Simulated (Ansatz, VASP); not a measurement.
## One calculation of ZrZnN, two programs

```
Zr Zn N
1.0
     3.55994    0.00000    0.00000
    -1.77997    3.08300    0.00000
     0.00000    0.00000    5.97011
Zr Zn N
1 1 1
Direct
  0.33333 0.66667 0.50000
  0.33333 0.66667 0.00000
  0.00000 0.00000 0.50000
```

Alike in both runs: task relaxation of cell and atoms; functional PBE; k mesh 18 × 18 × 8; occupations gaussian, width 0.1 eV; no spin polarisation.

|  | VASP | Ansatz |
| --- | --- | --- |
| version | VASP 6.6.1 | Ansatz 0.2.0 |
| potentials or method | VASP PAW PBE potentials, release 64 (Zr_sv, Zn, N), cutoff 600 eV | scalar-relativistic, plane waves, PAW |
| valence electrons in the cell | 29 | 29 |

Ansatz gave:

| Quantity | Value |
| --- | --- |
| gap on the k mesh at the Fermi level, each at its own relaxed structure (eV) | none |
| relaxed volume (Å³/atom) | 21.62 |
| relaxed length of the cell vector where the two differ most in proportion (Å) | 5.873 |

Problem. What did VASP give for the same quantities?

Solution. gap on the k mesh at the Fermi level, each at its own relaxed structure (eV): none; relaxed volume (Å³/atom): 21.62; relaxed length of the cell vector where the two differ most in proportion (Å): 5.869.

A gap of «none» marks a metal or a gap that the smearing closes.
